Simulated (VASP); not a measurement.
Write the native input for VASP 6.6.1 that does the following.

| Property | Result |
| --- | --- |
| Task | relaxation of cell and atoms |
| Functional | PBE |
| Potentials or basis | VASP PAW PBE potentials, release 64 (Al, B, Sb) |
| Cutoff | 500 eV |
| k mesh | 4 × 4 × 3 |
| Occupations | gaussian, width 0.2 eV |
| Spin | no spin polarisation |
| Dipole correction | no |
| Further INCAR settings | ALGO = Normal; EDIFF = 1e-07; IBRION = 2; EDIFFG = -0.08; NSW = 36; ISIF = 3 |

The structure of Al3BSb2 lies in POSCAR:

```
Al3BSb2
1.0
    4.8996763800      0.0000000000      0.0000000000
   -2.4498381900      4.2432442200      0.0000000000
    0.0000000000      0.0000000000      6.1025123500
Al B Sb
3 1 2
Direct
    0.5000000000      0.0000000000      0.5000000000
    0.0000000000      0.5000000000      0.5000000000
    0.5000000000      0.5000000000      0.5000000000
    0.0000000000      0.0000000000      0.0000000000
    0.3333333300      0.6666666700      0.0000000000
    0.6666666700      0.3333333300      0.0000000000
```

The cell was built from a structure type or drawn by symmetry, and may not be a known phase.

One way to write it, as run:

INCAR

```
PREC = Accurate
ENCUT = 500
EDIFF = 1E-7
ISMEAR = 0
SIGMA = 0.2
LREAL = F
LASPH = T
NELM = 120
ALGO = Normal
ISIF = 3
LWAVE = F
LCHARG = F
GGA = PE
IBRION = 2
NSW = 36
EDIFFG = -0.08
GGA_COMPAT = F
NELMIN = 4
```

KPOINTS

```
Automatic mesh
0
Gamma
  4 4 3
```

Potentials or basis: VASP PAW PBE potentials, release 64 (Al, B, Sb).

Run with:

```bash
$ cat potpaw_PBE.64/Al/POTCAR potpaw_PBE.64/B/POTCAR potpaw_PBE.64/Sb/POTCAR > POTCAR
$ mpirun -np 1 vasp_std > vasp.out
```

Results of the run:

| Quantity | Value |
| --- | --- |
| Relaxed volume | 22.54 Å³/atom |
| Relaxed cell | a = 5.188 Å, b = 5.188 Å, c = 5.803 Å, α = 90.00°, β = 90.00°, γ = 120.00° |
| Space group after relaxing (to 0.1 Å) | P6/mmm (No. 191) |
| Energy gained by relaxing | 129.7 meV/atom |
| Ionic steps | 6 |
| Pressure after relaxing | -0.1 GPa |
| Band gap on the k mesh | zero (bands 11 and 12 overlap by 1.27 eV) |

Caveat: the k points lie up to 0.36 Å⁻¹ apart in the final cell, too coarse for converged energies and pressures of a metal; spin-orbit coupling is left out, which moves the levels of the heavy elements.

It took 93 s on 1 thread of AMD EPYC 9R45 (Zen 5) (shared host), peak memory 0.21 GiB.
